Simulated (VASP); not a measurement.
# TaN (P-6m2) in VASP: a series of runs, part 2 of 3

VASP 6.6.1.

## 3. Single point, PBE+U

This run uses another cell than the first one, of 10.98 Å³/atom, 1.003 times its volume.

Contents of INCAR:

```
PREC = Accurate ; ENCUT = 520
EDIFF = 1E-7 ; ISMEAR = -1
SIGMA = 0.05 ; LREAL = False
LASPH = True ; NELM = 150
ALGO = Normal ; ISIF = 2
LWAVE = False ; LCHARG = False
LMAXMIX = 4 ; LDAU = True
LDAUTYPE = 2 ; LDAUL = 2 -1
LDAUU = 2 0 ; LDAUJ = 0 0
LDAUPRINT = 1 ; GGA = PE
NBANDS = 15
```

Contents of KPOINTS:

```
Automatic mesh
0
Gamma
  10 10 9
```

Contents of POSCAR:

```
TaN
1.0
    2.9566672245     -0.0000000029      0.0000000000
   -1.4783336097      2.5605489284      0.0000000000
    0.0000000000      0.0000000000      2.8999684137
Ta N
1 1
Direct
    0.3333333333      0.6666666667      0.5000000000
    0.0000000000      0.0000000000      0.0000000000
```

Potentials or basis: VASP PAW PBE potentials, release 64 (Ta_pv, N).

Command:

```bash
cat potpaw_PBE.64/Ta_pv/POTCAR potpaw_PBE.64/N/POTCAR > POTCAR
mpirun -np 1 vasp_std > vasp.out
```

OUTCAR:

```text
PREC = Accurate
   ENCUT = 520
   EDIFF = 1E-7
   ISMEAR = -1
   LREAL = False
   LASPH = True
   NELM = 150
   ISIF = 2
   GGA = PE

 ion  position               nearest neighbor table
   1  0.333  0.667  0.500-   2 2.24   2 2.24   2 2.24   2 2.24   2 2.24   2 2.24
   2  0.000  0.000  0.000-   1 2.24   1 2.24   1 2.24   1 2.24   1 2.24   1 2.24

  LATTYP: Found a hexagonal cell.
 ALAT       =     2.9566672245
 C/A-ratio  =     0.9808234047

  Lattice vectors:

 A1 = (   2.9566672245,  -0.0000000029,   0.0000000000)
 A2 = (  -1.4783336097,   2.5605489284,   0.0000000000)
 A3 = (   0.0000000000,   0.0000000000,   2.8999684137)

Analysis of symmetry for initial positions (statically):
=====================================================================
 Subroutine PRICEL returns:
 Original cell was already a primitive cell.

 Routine SETGRP: Setting up the symmetry group for a
 hexagonal supercell.

 Subroutine GETGRP returns: Found 12 space group operations
 (whereof 12 operations were pure point group operations)
 out of a pool of 24 trial point group operations.

The static configuration has the point symmetry D_3h.

Analysis of symmetry for dynamics (positions and initial velocities):
=====================================================================
 Subroutine PRICEL returns:
 Original cell was already a primitive cell.

 Routine SETGRP: Setting up the symmetry group for a
 hexagonal supercell.

 Subroutine GETGRP returns: Found 12 space group operations
 (whereof 12 operations were pure point group operations)
 out of a pool of 24 trial point group operations.

The dynamic configuration has the point symmetry D_3h.

 Subroutine INISYM returns: Found 12 space group operations
 (whereof 12 operations are pure point group operations),
 and found     1 'primitive' translations

----------------------------------------------------------------------------------------

                                     Primitive cell

  volume of cell :      21.9548

  direct lattice vectors                    reciprocal lattice vectors
     2.956667224 -0.000000003  0.000000000     0.338218651  0.195270629  0.000000000
    -1.478333610  2.560548928  0.000000000     0.000000000  0.390541258  0.000000000
     0.000000000  0.000000000  2.899968414     0.000000000  0.000000000  0.344831342

  length of vectors
     2.956667224  2.956667224  2.899968414     0.390541258  0.390541258  0.344831342

  position of ions in fractional coordinates (direct lattice)
     0.333333333  0.666666667  0.500000000
     0.000000000  0.000000000  0.000000000

  ion indices of the primitive-cell ions
   primitive index   ion index
                 1           1
                 2           2

----------------------------------------------------------------------------------------

 KPOINTS: Automatic mesh

Automatic generation of k-mesh.
 Grid dimensions read from file:
 generate k-points for:   10   10    9
[... 87 lines left out ...]
  Thomas-Fermi vector in A             =   2.588152
   LORBIT       =      0    0 simple, 1 ext, 2 COOP (PROOUT), +10 PAW based schemes
 LDA+U is selected, type is set to LDAUTYPE =  2
   angular momentum for each species LDAUL =     2   -1
   U (eV)           for each species LDAUU =   2.0  0.0
   J (eV)           for each species LDAUJ =   0.0  0.0
   GGA     = PE    functional components
   LHFCALC =     F    Hartree Fock is set to
   AEXX    =    0.0000 exact exchange contribution
   IVDW    =     0    specifies the selected vdW correction
   LEPSILON=     F    determine dielectric tensor
   LRPA    =     F    only Hartree local field effects (RPA)
 non-spin polarized calculation
  energy-cutoff  :      520.00
  volume of cell :       21.95
 maximum number of plane-waves:       617
 NGX is ok and might be reduce to    24
   NGX = 11   NGY = 11   NGZ = 11

atom =   1  type =  1  l = 2

 onsite density matrix

spin component  1

  0.2603 -0.0000 -0.0000 -0.0000  0.0000
 -0.0000  0.1821 -0.0000  0.0000  0.0000
 -0.0000 -0.0000  0.3051  0.0000 -0.0000
 -0.0000  0.0000  0.0000  0.1821 -0.0000
  0.0000  0.0000 -0.0000 -0.0000  0.2603

spin component  2

  0.2603 -0.0000 -0.0000 -0.0000  0.0000
 -0.0000  0.1821 -0.0000  0.0000  0.0000
 -0.0000 -0.0000  0.3051  0.0000 -0.0000
 -0.0000  0.0000  0.0000  0.1821 -0.0000
  0.0000  0.0000 -0.0000 -0.0000  0.2603

 occupancies and eigenvectors

  o =  0.1821  v =  0.0000 -0.7412  0.0000  0.6713  0.0000  0.0000  0.0000  0.0000  0.0000  0.0000      0.0000  0.0000  0.0000  0.0000  0.0000  0.0000  0.0000  0.0000  0.0000  0.0000
  o =  0.1821  v =  0.0000  0.0000  0.0000  0.0000  0.0000  0.0000 -0.7412  0.0000  0.6713  0.0000      0.0000  0.0000  0.0000  0.0000  0.0000  0.0000  0.0000  0.0000  0.0000  0.0000
  o =  0.1821  v =  0.0000  0.6713 -0.0000  0.7412  0.0000  0.0000  0.0000  0.0000  0.0000  0.0000      0.0000  0.0000  0.0000  0.0000  0.0000  0.0000  0.0000  0.0000  0.0000  0.0000
  o =  0.1821  v =  0.0000  0.0000  0.0000  0.0000  0.0000  0.0000  0.6713 -0.0000  0.7412  0.0000      0.0000  0.0000  0.0000  0.0000  0.0000  0.0000  0.0000  0.0000  0.0000  0.0000
  o =  0.2603  v =  0.0000  0.0000  0.0000  0.0000  0.0000  0.8594  0.0000  0.0000  0.0000 -0.5114      0.0000  0.0000  0.0000  0.0000  0.0000  0.0000  0.0000  0.0000  0.0000  0.0000
  o =  0.2603  v =  0.8594  0.0000  0.0000  0.0000 -0.5114  0.0000  0.0000  0.0000  0.0000  0.0000      0.0000  0.0000  0.0000  0.0000  0.0000  0.0000  0.0000  0.0000  0.0000  0.0000
  o =  0.2603  v =  0.0000  0.0000  0.0000  0.0000  0.0000  0.5114 -0.0000  0.0000 -0.0000  0.8594      0.0000  0.0000  0.0000  0.0000  0.0000  0.0000  0.0000  0.0000  0.0000  0.0000
  o =  0.2603  v =  0.5114 -0.0000  0.0000 -0.0000  0.8594  0.0000  0.0000  0.0000  0.0000  0.0000      0.0000  0.0000  0.0000  0.0000  0.0000  0.0000  0.0000  0.0000  0.0000  0.0000
  o =  0.3051  v =  0.0000 -0.0000 -1.0000 -0.0000  0.0000  0.0000  0.0000  0.0000  0.0000  0.0000      0.0000  0.0000  0.0000  0.0000  0.0000  0.0000  0.0000  0.0000  0.0000  0.0000
  o =  0.3051  v =  0.0000  0.0000  0.0000  0.0000  0.0000  0.0000 -0.0000 -1.0000 -0.0000  0.0000      0.0000  0.0000  0.0000  0.0000  0.0000  0.0000  0.0000  0.0000  0.0000  0.0000

 number of electron      16.0000001 magnetization

 Free energy of the ion-electron system (eV)
  ---------------------------------------------------
  ext. energy  EPLUGINS =         0.00000000
  ---------------------------------------------------
  free energy    TOTEN  =       -20.63652717 eV

  energy without entropy =      -20.63622440  energy(sigma->0) =      -20.63637578

 E-fermi :   8.4336     XC(G=0): -13.2504

 val. band max:        8.3104542896   @ k =   0.0000   0.0000   0.4444
 cond. band min:       8.6172783667   @ k =   0.0000   0.0000   0.3333
 fundamental gap:      0.3068240771
 Fermi energy:         8.4335973603

 k-point     1 :       0.0000    0.0000    0.0000
  band No.  band energies     occupation
      1     -27.0143      2.00000
      2     -26.7646      2.00000
      3     -26.7646      2.00000
      4      -9.4789      2.00000
      5       3.7861      2.00000
      6       3.7861      2.00000
      7       4.1378      2.00000
      8       5.2798      2.00000
      9      10.1840      0.00000
     10      11.8039      0.00000
     11      11.8039      0.00000
     12      12.4433      0.00000
     13      12.4433      0.00000
     14      20.9979      0.00000
[... 401 lines left out ...]
      2     -27.0230      2.00000
      3     -26.9754      2.00000
      4      -7.2219      2.00000
      5       0.2511      2.00000
      6       2.9859      2.00000
      7       4.1034      2.00000
      8       6.0638      2.00000
      9      10.9210      0.00000
     10      11.8779      0.00000
     11      12.7655      0.00000
     12      14.0390      0.00000
     13      16.9384      0.00000
     14      19.7129      0.00000
     15      21.1156      0.00000

 [... further k-points ...]
[... 5 lines left out ...]
  --------------------------------------------------------------------------------------
  -------------------------------------------------------------------------------------
  Total        0.6141978      0.6141978      0.8267074      0.0000000     -0.0000000     -0.0000000
  in kB       44.8218747     44.8218747     60.3300399      0.0000000     -0.0000000     -0.0000000
  external PRESSURE =      49.9912631 kB  Pullay stress =       0.0000000 kB

 VOLUME and BASIS-vectors are now :
 -----------------------------------------------------------------------------
  energy-cutoff  :      520.00
  volume of cell :       21.95
      direct lattice vectors                 reciprocal lattice vectors
     2.956667224 -0.000000003  0.000000000     0.338218651  0.195270629  0.000000000
    -1.478333610  2.560548928  0.000000000     0.000000000  0.390541258  0.000000000
     0.000000000  0.000000000  2.899968414     0.000000000  0.000000000  0.344831342

 POSITION                                       TOTAL-FORCE (eV/Angst)
 -----------------------------------------------------------------------------------
      0.00000      1.70703      1.44998         0.000000      0.000000      0.000000
      0.00000      0.00000      0.00000        -0.000000     -0.000000      0.000000
 -----------------------------------------------------------------------------------
    total drift:                                0.000000     -0.000000     -0.000000

  FREE ENERGIE OF THE ION-ELECTRON SYSTEM (eV)
  ---------------------------------------------------
  free  energy   TOTEN  =       -20.6365271704 eV

  energy  without entropy=      -20.6362243951  energy(sigma->0) =      -20.63637578
```

OSZICAR:

```text
N       E                     dE             d eps       ncg     rms          rms(c)
DAV:   1     0.927682772453E+02    0.92768E+02   -0.88364E+03  2100   0.114E+03
DAV:   2    -0.205056863187E+02   -0.11327E+03   -0.10662E+03  2583   0.306E+02
DAV:   3    -0.234175334222E+02   -0.29118E+01   -0.28995E+01  2345   0.458E+01
DAV:   4    -0.234294761835E+02   -0.11943E-01   -0.11939E-01  2807   0.318E+00
DAV:   5    -0.234295545431E+02   -0.78360E-04   -0.78355E-04  2373   0.237E-01    0.224E+01
DAV:   6    -0.207210458905E+02    0.27085E+01   -0.44779E+00  2660   0.246E+01    0.922E+00
DAV:   7    -0.206672078383E+02    0.53838E-01   -0.64495E-01  2422   0.622E+00    0.642E+00
DAV:   8    -0.206470936298E+02    0.20114E-01   -0.20241E-01  2499   0.374E+00    0.160E+00
DAV:   9    -0.206364067486E+02    0.10687E-01   -0.24056E-02  2247   0.128E+00    0.227E-01
DAV:  10    -0.206366336192E+02   -0.22687E-03   -0.15147E-03  2555   0.449E-01    0.932E-02
DAV:  11    -0.206365279826E+02    0.10564E-03   -0.12807E-04  2464   0.120E-01    0.123E-02
DAV:  12    -0.206365274591E+02    0.52349E-06   -0.17904E-05  2268   0.368E-02    0.532E-03
DAV:  13    -0.206365272200E+02    0.23910E-06   -0.66959E-08  2072   0.267E-03    0.381E-03
DAV:  14    -0.206365271704E+02    0.49548E-07   -0.46689E-08  1211   0.194E-03
   1 F= -.20636527E+02 E0= -.20636376E+02  d E =-.302775E-03
```

Run time: 14 s. Hardware: 1 thread of Intel Xeon Platinum 8259CL at 2.50GHz (Skylake/Cascade Lake), shared host; peak memory 0.15 GiB.

Results:

```
Free energy            : -20.6365 eV
Pressure               : 5.0 GPa
Band gap on the k mesh : zero (band 8 reaches 8.62 eV, above the bottom of band 9 at 8.31 eV)
```

Stress tensor (GPa, compression positive):
```
4.48 0.00 0.00
0.00 4.48 0.00
0.00 0.00 6.03
```

Levels at points of the mesh, in eV from the Fermi level:
```
           k point  band 5  band 6  band 7  band 8  band 9  band 10  band 11  band 12
(0.00, 0.00, 0.00)   -4.65   -4.65   -4.30   -3.15    1.75     3.37     3.37     4.01
(0.50, 0.00, 0.00)   -8.45   -5.21   -3.54   -3.39    3.04     3.78     5.06     5.11
```

Eigenvalues of the final occupation matrices:
```csv
site,spin,trace,eigenvalues
site 1 d,1,1.19,0.18 0.18 0.26 0.26 0.31
site 1 d,2,1.19,0.18 0.18 0.26 0.26 0.31
```

Caveat: spin-orbit coupling is left out, which moves the levels of the heavy elements; U without spin polarisation on a metal has little footing.

(Continued in part 3 of 3.)
